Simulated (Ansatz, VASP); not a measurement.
## Two plane-wave programs on Cs

INCAR

```
SYSTEM = Cs
PREC = Accurate
ENCUT = 520
EDIFF = 1E-6
ISMEAR = -1
SIGMA = 0.1
LREAL = .False.
LASPH = .True.
NELM = 80
ALGO = Normal
ISIF = 2
LWAVE = .False.
LCHARG = .False.
GGA = PE
NBANDS = 26
```

File KPOINTS:

```
Automatic mesh
0
Gamma
  8 8 2
  0 0 0
```

The input POSCAR:

```
Cs
1.0
    5.6901912047      0.0000000000      0.0000000000
   -2.8450956024      4.9278501357      0.0000000000
    0.0000000000      0.0000000000     18.6621551793
Cs
4
Direct
    1.0000000000      1.0000000000      1.0000000000
    1.0000000000      1.0000000000      0.5000000000
    0.3333333333      0.6666666667      0.2500000000
    0.6666666667      0.3333333333      0.7500000000
```

Input for Ansatz:

```yaml
crystal:
  lattice:
    - [5.6901912047, 0.0, 0.0]
    - [-2.8450956024, 4.9278501357, 0.0]
    - [0.0, 0.0, 18.6621551793]
  atoms:
    - { symbol: Cs, position: [1.0, 1.0, 1.0] }
    - { symbol: Cs, position: [1.0, 1.0, 0.5] }
    - { symbol: Cs, position: [0.3333333333, 0.6666666667, 0.25] }
    - { symbol: Cs, position: [0.6666666667, 0.3333333333, 0.75] }
hamiltonian:
  xc: pbe
  pseudopotentials:
    kind: paw
    azcp:
      Cs: "pseudopotentials/Cs.paw.azcp"
basis:
  ecutwfc: 420
  fft_grid_basis: typed
kpoints:
  mp_grid: { grid: [8, 8, 2], shift: [0, 0, 0] }
magnetization:
  spin_polarized: false
scf:
  occupations: { method: fermi_dirac, width: 0.1 }
  lower_state_search: "off"
output:
  stress: true
```

Alike in both runs: task single point; functional PBE; k mesh 8 × 8 × 2; occupations fermi-dirac, width 0.1 eV; no spin polarisation.

|  | VASP | Ansatz |
| --- | --- | --- |
| version | VASP 6.6.1 | Ansatz 0.2.0 |
| potentials or method | VASP PAW PBE potentials, release 64 (Cs_sv), cutoff 520 eV | plane waves (420 eV) with PAW, scalar-relativistic |
| valence electrons in the cell | 36 | 36 |

|  | VASP | Ansatz | Ansatz less VASP |
| --- | --- | --- | --- |
| pressure (GPa) | -0.2 | -0.2 | +0.01 |

With one functional, cell and mesh, what is left measures potentials, basis and numerics.

Neither program's run includes spin-orbit coupling.
